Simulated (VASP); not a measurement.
Set up this calculation in VASP 6.6.1, as the native input.

| Quantity | Value |
| --- | --- |
| Task | single point |
| Functional | PBEsol |
| Potentials or basis | VASP PAW PBE potentials, release 64 (Zn, S) |
| Cutoff | 520 eV |
| k mesh | 10 × 10 × 10 |
| Occupations | gaussian, width 0.05 eV |
| Spin | no spin polarisation |
| Dipole correction | no |
| Further INCAR settings | ALGO = Normal; EDIFF = 1e-06; NBANDS = 16 |

The structure of ZnS lies in POSCAR:

```
ZnS
1.0
    1.0472323728      3.2913017430      3.2913017430
    3.2913017430      1.0472323728      3.2913017430
    3.2913017430      3.2913017430      1.0472323728
Zn S
1 1
Direct
    0.0000000000      0.0000000000      0.0000000000
    0.7500000000      0.7500000000      0.7500000000
```

This cell differs from its parent crystal: ratio of the length along [111] to the lengths across it x 1.7, volume and fractional coordinates fixed.

These files were run (other wordings do the same):

INCAR

```
PREC     = Accurate       # precision mode
ENCUT    = 520            # plane-wave cutoff, eV
EDIFF    = 1E-6           # SCF threshold, eV
ISMEAR   = 0              # smearing method
SIGMA    = 0.05           # smearing width, eV
LREAL    = False          # projectors in reciprocal space
LASPH    = True           # aspherical terms in the spheres
NELM     = 80             # most SCF steps
ALGO     = Normal         # electronic algorithm
ISIF     = 2              # what is computed and relaxed
LWAVE    = False          # write WAVECAR
LCHARG   = False          # write CHGCAR
GGA      = PS             # functional
NBANDS   = 16             # bands
```

KPOINTS

```
Automatic mesh
0
Gamma
  10 10 10
```

Potentials or basis: VASP PAW PBE potentials, release 64 (Zn, S).

Command:

```bash
$ cat potpaw_PBE.64/Zn/POTCAR potpaw_PBE.64/S/POTCAR > POTCAR
$ mpirun -np 1 vasp_std > vasp.out
```

It gave:

```yaml
Pressure: 19.7 GPa
Largest_force: 1.389 eV/Å
Band_gap_on_the_k_mesh: zero (band 9 reaches 3.82 eV, above the bottom of band 10 at 3.08 eV)
```

Caveat: the PAW data sets were made with another functional, which shifts forces and pressure a little.

Run time: 38 s on 1 thread of Intel(R) Xeon(R) 6975P-C (Granite Rapids), on a shared host, peak memory 0.24 GiB.
